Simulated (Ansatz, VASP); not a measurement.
## KI in VASP and in Ansatz

```
CELL_PARAMETERS angstrom
0.00000 3.54428 3.54428
3.47340 0.00000 3.54428
3.47340 3.54428 0.00000
ATOMIC_POSITIONS crystal
K 0.00000 0.00000 0.00000
I 0.50000 0.50000 0.50000
```

Change from the starting cell: uniaxial_x strain -2.0%.

Alike in both runs: task single point; functional HSE06; k mesh 4 × 4 × 4; no spin polarisation.

|  | VASP | Ansatz |
| --- | --- | --- |
| version | VASP 6.6.1 | Ansatz 0.2.0 |
| potentials or method | VASP PAW PBE potentials, release 64 (K_sv, I) | plane waves, PAW |
| plane-wave cutoff (eV) | 520 | 420 |
| occupations | gaussian, width 0.01 eV | fixed |
| valence electrons in the cell | 16 | 26 |

Ansatz gave:

- gap on the k mesh at the Fermi level (eV): 4.99
- pressure (GPa): 0.6
- traceless stress, the component that is largest in VASP (GPa): 0.39

Q: Estimate VASP's values.

A: gap on the k mesh at the Fermi level (eV): 4.98; pressure (GPa): 0.6; traceless stress, the component that is largest in VASP (GPa): 0.39.

VASP's potentials hold 16 valence electrons a cell and Ansatz's 26, so a difference there can come from the potentials and not from the codes. Ansatz's warnings: stress exchange threshold loose, stress scf threshold loose.

Neither program's run includes spin-orbit coupling.
